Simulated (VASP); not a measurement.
# BiTe in VASP: settings compared, part 3 of 3

VASP 6.6.1. The steps go on from the part before.

### Step 4. Single point, RPBE

This run uses another cell than the first one, of 33.86 Å³/atom, 0.980 times its volume.

Contents of INCAR:

```
PREC = Accurate
ENCUT = 520
EDIFF = 1E-6
ISMEAR = 0
SIGMA = 0.1
LREAL = False
LASPH = True
NELM = 60
ALGO = Normal
ISIF = 2
LWAVE = False
LCHARG = False
GGA = RP
NBANDS = 18
```

Contents of KPOINTS:

```
regular mesh
0
Gamma
  7 7 7
```

Contents of POSCAR:

```
BiTe
1.0
    0.0000000000      3.2350000000      3.2350000000
    3.2350000000      0.0000000000      3.2350000000
    3.2350000000      3.2350000000      0.0000000000
Bi Te
1 1
Direct
    0.0000000000      0.0000000000      0.0000000000
    0.5000000000      0.5000000000      0.5000000000
```

Potentials or basis: VASP PAW PBE potentials, release 64 (Bi_d, Te).

Launch:

```console
> cat potpaw_PBE.64/Bi_d/POTCAR potpaw_PBE.64/Te/POTCAR > POTCAR
> mpirun -np 1 vasp_std > vasp.out
```

OUTCAR:

```text
PREC = Accurate
   ENCUT = 520
   EDIFF = 1E-6
   ISMEAR = 0
   LREAL = False
   LASPH = True
   NELM = 60
   ISIF = 2
   GGA = RP

 ion  position               nearest neighbor table
   1  0.000  0.000  0.000-   2 3.23   2 3.23   2 3.23   2 3.23   2 3.23   2 3.23
   2  0.500  0.500  0.500-   1 3.23   1 3.23   1 3.23   1 3.23   1 3.23   1 3.23

  LATTYP: Found a face centered cubic cell.
 ALAT       =     6.4700000000

  Lattice vectors:

 A1 = (   0.0000000000,   3.2350000000,   3.2350000000)
 A2 = (   3.2350000000,   0.0000000000,   3.2350000000)
 A3 = (   3.2350000000,   3.2350000000,   0.0000000000)

Analysis of symmetry for initial positions (statically):
=====================================================================
 Subroutine PRICEL returns:
 Original cell was already a primitive cell.

 Routine SETGRP: Setting up the symmetry group for a
 face centered cubic supercell.

 Subroutine GETGRP returns: Found 48 space group operations
 (whereof 48 operations were pure point group operations)
 out of a pool of 48 trial point group operations.

The static configuration has the point symmetry O_h .

Analysis of symmetry for dynamics (positions and initial velocities):
=====================================================================
 Subroutine PRICEL returns:
 Original cell was already a primitive cell.

 Routine SETGRP: Setting up the symmetry group for a
 face centered cubic supercell.

 Subroutine GETGRP returns: Found 48 space group operations
 (whereof 48 operations were pure point group operations)
 out of a pool of 48 trial point group operations.

The dynamic configuration has the point symmetry O_h .

 Subroutine INISYM returns: Found 48 space group operations
 (whereof 48 operations are pure point group operations),
 and found     1 'primitive' translations

----------------------------------------------------------------------------------------

                                     Primitive cell

  volume of cell :      67.7100

  direct lattice vectors                    reciprocal lattice vectors
     0.000000000  3.235000000  3.235000000    -0.154559505  0.154559505  0.154559505
     3.235000000  0.000000000  3.235000000     0.154559505 -0.154559505  0.154559505
     3.235000000  3.235000000  0.000000000     0.154559505  0.154559505 -0.154559505

  length of vectors
     4.574980874  4.574980874  4.574980874     0.267704916  0.267704916  0.267704916

  position of ions in fractional coordinates (direct lattice)
     0.000000000  0.000000000  0.000000000
     0.500000000  0.500000000  0.500000000

  ion indices of the primitive-cell ions
   primitive index   ion index
                 1           1
                 2           2

----------------------------------------------------------------------------------------

 KPOINTS: regular mesh

Automatic generation of k-mesh.
 Grid dimensions read from file:
 generate k-points for:    7    7    7

 Generating k-lattice:

  Cartesian coordinates                     Fractional coordinates (reciprocal lattice)
    -0.022079929  0.022079929  0.022079929     0.142857143  0.000000000  0.000000000
     0.022079929 -0.022079929  0.022079929     0.000000000  0.142857143  0.000000000
     0.022079929  0.022079929 -0.022079929     0.000000000  0.000000000  0.142857143

  Length of vectors
     0.038243559  0.038243559  0.038243559

  Shift w.r.t. Gamma in fractional coordinates (k-lattice)
     0.000000000  0.000000000  0.000000000

 Subroutine IBZKPT returns following result:
 ===========================================

 Found     20 irreducible k-points:

 Following reciprocal coordinates:
            Coordinates               Weight
  0.000000  0.000000  0.000000      1.000000
  0.142857  0.000000  0.000000      8.000000
  0.285714  0.000000  0.000000      8.000000
  0.428571  0.000000  0.000000      8.000000
  0.142857  0.142857  0.000000      6.000000
  0.285714  0.142857  0.000000     24.000000
[... 12 lines left out ...]
 -0.428571  0.428571  0.142857     24.000000
 -0.285714  0.428571  0.142857     24.000000
   k-points           NKPTS =     20   k-points in BZ     NKDIM =     20   number of bands    NBANDS=     18
   number of dos      NEDOS =    301   number of ions     NIONS =      2
   total plane-waves  NPLWV =  46656
   dimension x,y,z NGX =    36 NGY =   36 NGZ =   36
   dimension x,y,z NGXF=    72 NGYF=   72 NGZF=   72
   ions per type =               1   1
   NGX,Y,Z   is equivalent  to a cutoff of  13.08, 13.08, 13.08 a.u.
   NGXF,Y,Z  is equivalent  to a cutoff of  26.16, 26.16, 26.16 a.u.
 SYSTEM =  unknown system
   PREC   = accura    normal or accurate (medium, high low for compatibility)
   ISTART =      0    job   : 0-new  1-cont  2-samecut
   ICHARG =      2    charge: 1-file 2-atom 10-const
   ISPIN  =      1    spin polarized calculation?
   LNONCOLLINEAR =      F non collinear calculations
   LSORBIT =      F    spin-orbit coupling
   LASPH  =      T    aspherical Exc in radial PAW
   ENCUT  =  520.0 eV  38.22 Ry    6.18 a.u.   8.51  8.51  8.51*2*pi/ulx,y,z
   NELM   =     60;   NELMIN=  2; NELMDL= -5     # of ELM steps
   EDIFF  = 0.1E-05   stopping-criterion for ELM
   LREAL  =      F    real-space projection
   EDIFFG = 0.1E-04   stopping-criterion for IOM
   NSW    =      0    number of steps for IOM
   IBRION =     -1    ionic relax: 0-MD 1-quasi-New 2-CG
   NFREE  =      0    steps in history (QN), initial steepest desc. (CG)
   ISIF   =      2    stress and relaxation
   ISYM   =      2    0-nonsym 1-usesym 2-fastsym
   POTIM  = 0.5000    time-step for ionic-motion
   TEBEG  =    0.0;   TEEND  =   0.0 temperature during run
   PSTRESS=    0.0 pullay stress
   NELECT =      21.0000    total number of electrons
   NUPDOWN=      -1.0000    fix difference up-down
   EMIN   =  10.00;   EMAX   =-10.00  energy-range for DOS
   EFERMI =   0.00;   METHOD = LEGACY
   ISMEAR =     0;   SIGMA  =   0.10  broadening in eV -4-tet -1-fermi 0-gaus
   EFERMI_NEDOS =   21; number of points for ismear=-14 and -15
   IALGO  =     38    algorithm
   IMIX   =      4    mixing-type and parameters
     AMIX     =   0.40;   BMIX     =  1.00
     AMIX_MAG =   1.60;   BMIX_MAG =  1.00
  volume/ion in A,a.u.               =      33.86       228.46
  Fermi-wavevector in a.u.,A,eV,Ry     =   1.108146  2.094092 16.707785  1.227988
  Thomas-Fermi vector in A             =   2.244669
   LORBIT       =      0    0 simple, 1 ext, 2 COOP (PROOUT), +10 PAW based schemes
   GGA     = RP    functional components
   LHFCALC =     F    Hartree Fock is set to
   AEXX    =    0.0000 exact exchange contribution
   IVDW    =     0    specifies the selected vdW correction
   LEPSILON=     F    determine dielectric tensor
   LRPA    =     F    only Hartree local field effects (RPA)
 non-spin polarized calculation
 Gauss-broadening in eV      SIGMA  =   0.10
  energy-cutoff  :      520.00
  volume of cell :       67.71
 maximum number of plane-waves:      1841
 NGX is ok and might be reduce to    36
   NGX = 17   NGY = 17   NGZ = 17

 number of electron      21.0000001 magnetization

 Free energy of the ion-electron system (eV)
  ---------------------------------------------------
  ext. energy  EPLUGINS =         0.00000000
  ---------------------------------------------------
  free energy    TOTEN  =        -6.40371083 eV

  energy without entropy =       -6.38829759  energy(sigma->0) =       -6.39600421

 E-fermi :   6.8171     XC(G=0):  -9.3249

 val. band max:        6.8125743074   @ k =  -0.4286   0.1429   0.0000
 cond. band min:       6.8480446022   @ k =   0.1429   0.1429   0.0000
 fundamental gap:      0.0354702948
 Fermi energy:         6.8171028384

 k-point     1 :       0.0000    0.0000    0.0000
  band No.  band energies     occupation
      1     -16.4564      2.00000
      2     -16.4564      2.00000
      3     -16.4564      2.00000
      4     -16.4556      2.00000
      5     -16.4556      2.00000
      6      -6.7452      2.00000
[... 10 lines left out ...]
     17      12.9751      0.00000
     18      13.3866      0.00000
[... 379 lines left out ...]
 k-point    20 :      -0.2857    0.4286    0.1429
  band No.  band energies     occupation
      1     -16.4648      2.00000
      2     -16.4556      2.00000
      3     -16.4539      2.00000
      4     -16.4515      2.00000
      5     -16.4467      2.00000
      6      -4.4834      2.00000
[... 10 lines left out ...]
     17      16.1410      0.00000
     18      16.9887      0.00000

------------------------ aborting loop because EDIFF is reached ----------------------------------------

  FORCE on cell =-STRESS in cart. coord.  units (eV):
  Direction    XX          YY          ZZ          XY          YZ          ZX
  --------------------------------------------------------------------------------------
  -------------------------------------------------------------------------------------
  Total        0.9150319      0.9150319      0.9150319      0.0000000      0.0000000      0.0000000
  in kB       21.6517990     21.6517990     21.6517990      0.0000000      0.0000000      0.0000000
  external PRESSURE =      21.6517990 kB  Pullay stress =       0.0000000 kB

 VOLUME and BASIS-vectors are now :
 -----------------------------------------------------------------------------
  energy-cutoff  :      520.00
  volume of cell :       67.71
      direct lattice vectors                 reciprocal lattice vectors
     0.000000000  3.235000000  3.235000000    -0.154559505  0.154559505  0.154559505
     3.235000000  0.000000000  3.235000000     0.154559505 -0.154559505  0.154559505
     3.235000000  3.235000000  0.000000000     0.154559505  0.154559505 -0.154559505

 POSITION                                       TOTAL-FORCE (eV/Angst)
 -----------------------------------------------------------------------------------
      0.00000      0.00000      0.00000         0.000000     -0.000000     -0.000000
      3.23500      3.23500      3.23500        -0.000000      0.000000      0.000000
 -----------------------------------------------------------------------------------
    total drift:                               -0.000000      0.000000      0.000000

  FREE ENERGIE OF THE ION-ELECTRON SYSTEM (eV)
  ---------------------------------------------------
  free  energy   TOTEN  =        -6.4037108285 eV

  energy  without entropy=       -6.3882975894  energy(sigma->0) =       -6.39600421
```

OSZICAR:

```text
N       E                     dE             d eps       ncg     rms          rms(c)
DAV:   1     0.159094828539E+03    0.15909E+03   -0.99545E+03   720   0.113E+03
DAV:   2     0.597107862364E+01   -0.15312E+03   -0.14923E+03   778   0.304E+02
DAV:   3    -0.608113935203E+01   -0.12052E+02   -0.11896E+02   928   0.898E+01
DAV:   4    -0.640597803620E+01   -0.32484E+00   -0.32435E+00   818   0.157E+01
DAV:   5    -0.642078494834E+01   -0.14807E-01   -0.14806E-01   992   0.320E+00    0.620E+00
DAV:   6    -0.639592312064E+01    0.24862E-01   -0.95195E-02  1008   0.181E+00    0.380E+00
DAV:   7    -0.640306422989E+01   -0.71411E-02   -0.31319E-02   800   0.851E-01    0.599E-01
DAV:   8    -0.640340397314E+01   -0.33974E-03   -0.43343E-03   864   0.434E-01    0.141E-01
DAV:   9    -0.640368752225E+01   -0.28355E-03   -0.49980E-04   808   0.134E-01    0.382E-02
DAV:  10    -0.640369776502E+01   -0.10243E-04   -0.15954E-05   988   0.251E-02    0.260E-02
DAV:  11    -0.640371077015E+01   -0.13005E-04   -0.36227E-05   782   0.318E-02    0.706E-03
DAV:  12    -0.640371082854E+01   -0.58386E-07   -0.12730E-06   710   0.929E-03
   1 F= -.64037108E+01 E0= -.63960042E+01  d E =-.154132E-01
```

stdout:

```text
POSCAR found type information on POSCAR BiTe
 POSCAR found :  2 types and       2 ions
 scaLAPACK will be used
 -----------------------------------------------------------------------------
|                                                                             |
|                                                                             |
|     You enforced a specific xc type in the INCAR file but a different       |
|     I HOPE YOU KNOW WHAT YOU ARE DOING!                                     |
|                                                                             |
 -----------------------------------------------------------------------------

 LDA part: xc-table for (Slater+PW92), standard interpolation
 POSCAR, INCAR and KPOINTS ok, starting setup
 FFT: planning ... GRIDC
 FFT: planning ... GRID_SOFT
 FFT: planning ... GRID
 WAVECAR not read
 entering main loop
```

Run time: 33 s. Hardware: 1 thread of Intel Xeon 8259CL, shared host; peak memory 0.21 GiB.

What came out:

- Free energy: -6.4037 eV
- Pressure: 2.2 GPa

Levels at points of the mesh, in eV from the Fermi level:
```tsv
k point	band 6	band 7	band 8	band 9	band 10	band 11	band 12	band 13	band 14	band 15
(0.00, 0.00, 0.00)	-13.56	-8.15	-2.61	-2.61	-2.61	2.12	2.12	2.12	4.62	4.62
```

Caveat: the PAW data sets were made with another functional, which shifts forces and pressure a little; spin-orbit coupling is left out, which moves the levels of the heavy elements.

### Step 5. Single point, PBEsol

This run uses another cell than the first one, of 33.86 Å³/atom, 0.980 times its volume.

Contents of INCAR:

```
ALGO = Normal ; EDIFF = 1E-6
ENCUT = 520 ; GGA = PS
ISIF = 2 ; ISMEAR = 0
LASPH = True ; LCHARG = False
LREAL = False ; LWAVE = False
NBANDS = 18 ; NELM = 100
PREC = Accurate ; SIGMA = 0.1
```

Contents of KPOINTS:

```
k-points
0
Gamma
  7 7 7
```

POSCAR is that of step 4.

Launch:

```console
> cat potpaw_PBE.64/Bi_d/POTCAR potpaw_PBE.64/Te/POTCAR > POTCAR
> mpirun -np 1 vasp_std > vasp.out
```

It took 40 s on 1 thread of Intel Xeon 8259CL, shared host; peak memory 0.21 GiB.

The run converged. Its results:

```
Free energy : -7.9551 eV
Pressure    : -1.6 GPa
```

Levels at points of the mesh, in eV from the Fermi level:
```csv
k point,band 8,band 9,band 10,band 11,band 12,band 13
"(0.00, 0.00, 0.00)",-2.55,-2.55,-2.55,2.12,2.12,2.12
```

Caveat: the PAW data sets were made with another functional, which shifts forces and pressure a little; spin-orbit coupling is left out, which moves the levels of the heavy elements.

### Step 6. Overview

```csv
level,cell,k mesh,cutoff (eV),smearing,gap on the mesh (eV),pressure (GPa)
PBE,"a = 4.598, b = 4.598, c = 4.621 Å, angles 59.8, 59.8, 60.3°, 2 atoms",6 × 6 × 6,500,fermi-dirac 0.05 eV,none,-0.1
PBE,"a = 4.621, b = 4.621, c = 4.666 Å, angles 59.7, 59.7, 60.7°, 2 atoms",6 × 6 × 6,500,fermi-dirac 0.05 eV,none,-1.0
RPBE,"a = 4.575 Å, angles 60.0°, 2 atoms",7 × 7 × 7,520,gaussian 0.1 eV,none,2.2
PBEsol,"a = 4.575 Å, angles 60.0°, 2 atoms",7 × 7 × 7,520,gaussian 0.1 eV,none,-1.6
```

Alike in all rows: task single point; potentials or basis VASP PAW PBE potentials, release 64 (Bi_d, Te); no spin polarisation.

Caveats: spin-orbit coupling is left out, which moves the levels of the heavy elements; the PAW data sets were made with another functional, which shifts forces and pressure a little (some runs).

Absolute energies hang on the potentials; compare differences alone.
